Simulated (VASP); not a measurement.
Set up this calculation in VASP 6.6.1, as the native input.

| Quantity | Value |
| --- | --- |
| Task | single point |
| Functional | PBEsol |
| Potentials or basis | VASP PAW PBE potentials, release 64 (Al, Ga_d, N) |
| Cutoff | 520 eV |
| k mesh | 6 × 6 × 6 |
| Occupations | gaussian, width 0.05 eV |
| Spin | no spin polarisation |
| Dipole correction | no |
| Further INCAR settings | ALGO = Normal; EDIFF = 1e-06; NBANDS = 41 |

The structure of AlGa3N4 lies in POSCAR:

```
AlGa3N4
1.0
    4.7803078317      0.0000000000      0.0000000000
    0.0000000000      4.4675774128      0.0000000000
    0.0000000000      0.0000000000      4.4675774128
Al Ga N
1 3 4
Direct
    0.0000000000      0.0000000000      0.0000000000
    0.4447127655      0.5000001009      0.0000000000
    0.5552872345      0.0000000000      0.4999992340
    0.0000000000      0.4999998991      0.5000007660
    0.7550466747      0.7379830624      0.2278905155
    0.7550461397      0.2620164648      0.7721095468
    0.2449537981      0.7721097520      0.7379832676
    0.2449533875      0.2278907208      0.2620166701
```

This cell differs from its parent crystal: mode 4 frozen in at -0.247 Å, normal strain along x +0.0700.

These files were run (other wordings do the same):

INCAR

```
SYSTEM = AlGa3N4
PREC = Accurate ; ENCUT = 520
EDIFF = 1E-6 ; ISMEAR = 0
SIGMA = 0.05 ; LREAL = .False.
LASPH = .True. ; NELM = 100
ALGO = Normal ; ISIF = 2
LWAVE = .False. ; LCHARG = .False.
GGA = PS ; NBANDS = 41
```

KPOINTS

```
Automatic mesh
0
Gamma
  6 6 6
  0 0 0
```

Potentials or basis: VASP PAW PBE potentials, release 64 (Al, Ga_d, N).

Command:

```sh
$ cat potpaw_PBE.64/Al/POTCAR potpaw_PBE.64/Ga_d/POTCAR potpaw_PBE.64/N/POTCAR > POTCAR
$ mpirun -np 1 vasp_std > vasp.out
```

Results of the run:

| Property | Result |
| --- | --- |
| Pressure | -11.3 GPa |
| Largest force | 2.036 eV/Å |
| Band gap on the k mesh | 1.61 eV, direct |

Caveat: the cell differs from its parent crystal (mode 4 frozen in at -0.247 Å, normal strain along x +0.0700); the PAW data sets were made with another functional, which shifts forces and pressure a little.

Run time: 4.6 min on 1 thread of AMD EPYC 7R13, on a shared host, peak memory 0.26 GiB.
